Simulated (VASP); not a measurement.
# LaY3Ga (P1) in VASP: further runs, part 2 of 2

VASP 6.6.1. The steps go on from the part before.

## (3) Single point, PBE

Contents of INCAR:

```
  PREC = Accurate
  ENCUT = 520
  EDIFF = 1E-6
  ISMEAR = 1
  SIGMA = 0.15
  LREAL = False
  LASPH = True
  NELM = 100
  ALGO = Normal
  ISIF = 2
  LWAVE = False
  LCHARG = False
  GGA = PE
  NBANDS = 68
```

Contents of KPOINTS:

```
regular mesh
0
Gamma
  3 3 3
```

Contents of POSCAR:

```
LaY3Ga
1.0
    3.4385986600      1.9852780300      5.5554572300
   -3.4385986600      1.9852780300      5.5554572300
    0.0000000000     -3.9705495600      5.5554595500
Ga Y La
2 6 2
Direct
    0.0016504350      0.0033854441      0.0006282808
    0.5045072023      0.5040759219      0.4920170088
    0.8192807456      0.6870268698      0.2491706501
    0.2491772278      0.8105498075      0.6873279781
    0.6886728194      0.2458784864      0.8106309030
    0.1832761625      0.3189151382      0.7521798459
    0.7494330413      0.1882567625      0.3138988565
    0.3032061879      0.7474816475      0.1936647470
    0.2540376416      0.2372735450      0.2486863065
    0.7473223563      0.7601915523      0.7506064835
```

Potentials or basis: VASP PAW PBE potentials, release 64 (Ga_d, Y_sv, La).

Launch:

```sh
$ cat potpaw_PBE.64/Ga_d/POTCAR potpaw_PBE.64/Y_sv/POTCAR potpaw_PBE.64/La/POTCAR > POTCAR
$ mpirun -np 1 vasp_std > vasp.out
```

OUTCAR:

```text
PREC = Accurate
   ENCUT = 520
   EDIFF = 1E-6
   ISMEAR = 1
   LREAL = False
   LASPH = True
   NELM = 100
   ISIF = 2
   GGA = PE

 ion  position               nearest neighbor table
   1  0.002  0.003  0.001-   8 2.43   6 2.45   7 2.45   3 2.46   5 2.47   4 2.49
   2  0.505  0.504  0.492-   7 2.44   8 2.44   3 2.45   4 2.46   5 2.48   6 2.50
   3  0.819  0.687  0.249-   2 2.45   1 2.46   9 3.04   8 3.35   7 3.44  10 3.44   7 3.45  10 3.46
                             4 3.49   5 3.51   8 3.53   5 3.53   4 3.55   9 3.84   6 4.24   6 4.25
   4  0.249  0.811  0.687-   2 2.46   1 2.49   9 2.98   6 3.39  10 3.41   8 3.43   8 3.45  10 3.47
                             3 3.49   6 3.50   5 3.50   5 3.53   3 3.55   9 3.90   7 4.27   7 4.29
   5  0.689  0.246  0.811-   1 2.47   2 2.48   9 3.00  10 3.35   7 3.41   6 3.43   6 3.46   7 3.47
                             4 3.50   3 3.51   3 3.53   4 3.53  10 3.53   9 3.88   8 4.32   8 4.32
   6  0.183  0.319  0.752-   1 2.45   2 2.50  10 3.02   4 3.39   9 3.39   5 3.43   5 3.46   8 3.47
                             4 3.50   7 3.51   9 3.51   7 3.54   8 3.56  10 3.86   3 4.24   3 4.25
   7  0.749  0.188  0.314-   2 2.44   1 2.45  10 2.97   5 3.41   9 3.41   3 3.44   3 3.45   9 3.46
                             5 3.47   8 3.49   6 3.51   8 3.53   6 3.54  10 3.90   4 4.27   4 4.29
   8  0.303  0.747  0.194-   1 2.43   2 2.44  10 3.05   3 3.35   9 3.38   4 3.43   4 3.45   6 3.47
                             9 3.48   7 3.49   7 3.53   3 3.53   6 3.56  10 3.83   5 4.32   5 4.32
   9  0.254  0.237  0.249-   4 2.98   5 3.00   3 3.04   8 3.38   6 3.39   7 3.41   7 3.46   8 3.48
                             6 3.51   3 3.84   5 3.88   4 3.90
  10  0.747  0.760  0.751-   7 2.97   6 3.02   8 3.05   5 3.35   4 3.41   3 3.44   3 3.46   4 3.47
                             5 3.53   8 3.83   6 3.86   7 3.90

  LATTYP: Found a trigonal (rhomboedric) cell.
 ALAT       =     6.8284987102
 COS(alpha) =     0.4928428981

  Lattice vectors:

 A1 = (   3.4385986600,   1.9852780300,   5.5554572300)
 A2 = (  -3.4385986600,   1.9852780300,   5.5554572300)
 A3 = (   0.0000000000,  -3.9705495600,   5.5554595500)

Analysis of symmetry for initial positions (statically):
=====================================================================
[... 162 lines left out ...]
  energy-cutoff  :      520.00
  volume of cell :      227.55
 maximum number of plane-waves:      6142
 NGX is ok and might be reduce to    54
   NGX = 25   NGY = 25   NGZ = 25

 number of electron     114.0000003 magnetization

 Free energy of the ion-electron system (eV)
  ---------------------------------------------------
  ext. energy  EPLUGINS =         0.00000000
  ---------------------------------------------------
  free energy    TOTEN  =       -46.05939639 eV

  energy without entropy =      -46.06060862  energy(sigma->0) =      -46.05980046

 E-fermi :   6.4160     XC(G=0): -10.8894

 val. band max:        6.3951616228   @ k =  -0.3333   0.0000  -0.3333
 cond. band min:       6.4262331861   @ k =   0.3333  -0.3333   0.3333
 fundamental gap:      0.0310715633
 Fermi energy:         6.4159520799

 k-point     1 :       0.0000    0.0000    0.0000
  band No.  band energies     occupation
      1     -35.3112      2.00000
      2     -35.2395      2.00000
      3     -35.2324      2.00000
      4     -35.2143      2.00000
      5     -35.1976      2.00000
      6     -35.1810      2.00000
[... 983 lines left out ...]
     67       8.2300     -0.00000
     68       8.3521     -0.00000

------------------------ aborting loop because EDIFF is reached ----------------------------------------

  FORCE on cell =-STRESS in cart. coord.  units (eV):
  Direction    XX          YY          ZZ          XY          YZ          ZX
  --------------------------------------------------------------------------------------
  -------------------------------------------------------------------------------------
  Total       46.5358095     45.0909822     41.1193380     -0.6341071     -0.2478681      0.0436092
  in kB      327.6607221    317.4876283    289.5231029     -4.4647768     -1.7452502      0.3070540
  external PRESSURE =     311.5571511 kB  Pullay stress =       0.0000000 kB

 VOLUME and BASIS-vectors are now :
 -----------------------------------------------------------------------------
  energy-cutoff  :      520.00
  volume of cell :      227.55
      direct lattice vectors                 reciprocal lattice vectors
     3.438598660  1.985278030  5.555457230     0.145408072  0.083951413  0.060001021
    -3.438598660  1.985278030  5.555457230    -0.145408072  0.083951413  0.060001021
     0.000000000 -3.970549560  5.555459550     0.000000000 -0.167902755  0.060001119

 POSITION                                       TOTAL-FORCE (eV/Angst)
 -----------------------------------------------------------------------------------
     -0.00597      0.00750      0.03147        -0.226795      0.402647     -0.326642
      0.00148      0.04874      8.33652         0.009334     -0.269193      0.142871
      0.45477      2.00110      9.75249         0.673464     -0.118683     -0.045981
     -1.93034     -0.62522      9.70569        -0.422847      0.225419      0.318493
      1.52259     -1.36331      9.69529        -0.390329     -0.419237      0.021992
     -0.46641     -1.98958      6.96861        -0.525814      0.377952      0.137964
      1.92966      0.61522      6.95315         0.362979     -0.531066     -0.260850
     -1.52769      1.31695      6.91295         0.624845      0.524788      0.092651
      0.05765     -0.01203      4.11103        -0.055712     -0.015823      0.116978
     -0.04425      0.01251     12.54489        -0.049124     -0.176803     -0.197476
 -----------------------------------------------------------------------------------
    total drift:                                0.000242      0.000551      0.000374

  FREE ENERGIE OF THE ION-ELECTRON SYSTEM (eV)
  ---------------------------------------------------
  free  energy   TOTEN  =       -46.0593963865 eV

  energy  without entropy=      -46.0606086165  energy(sigma->0) =      -46.05980046
```

Run time: 8.2 min. Hardware: 1 thread of Intel Xeon Platinum 8488C (Sapphire Rapids), shared host; peak memory 0.49 GiB.

What came out:

```
Free energy            : -46.0594 eV
Pressure               : 31.2 GPa
Largest force          : 0.821 eV/Å
Band gap on the k mesh : zero (bands 57 and 58 overlap by 0.64 eV)
```

Forces in eV/Å, atoms in the order of the input:
```
Ga  -0.227  0.403 -0.327
Ga   0.009 -0.269  0.143
Y    0.673 -0.119 -0.046
Y   -0.423  0.225  0.318
Y   -0.390 -0.419  0.022
Y   -0.526  0.378  0.138
Y    0.363 -0.531 -0.261
Y    0.625  0.525  0.093
La  -0.056 -0.016  0.117
La  -0.049 -0.177 -0.197
```

Levels at points of the mesh, in eV from the Fermi level:
| k point | band 55 | band 56 | band 57 | band 58 | band 59 | band 60 |
| --- | --- | --- | --- | --- | --- | --- |
| (0.00, 0.00, 0.00) | -0.38 | -0.35 | 0.52 | 0.86 | 1.28 | 1.40 |

Caveat: the k points lie up to 0.37 Å⁻¹ apart, too coarse for converged energies and pressures of a metal; spin-orbit coupling is left out, which moves the levels of the heavy elements.

The gap in the log of VASP goes by the Fermi energy; the results here count the filled bands.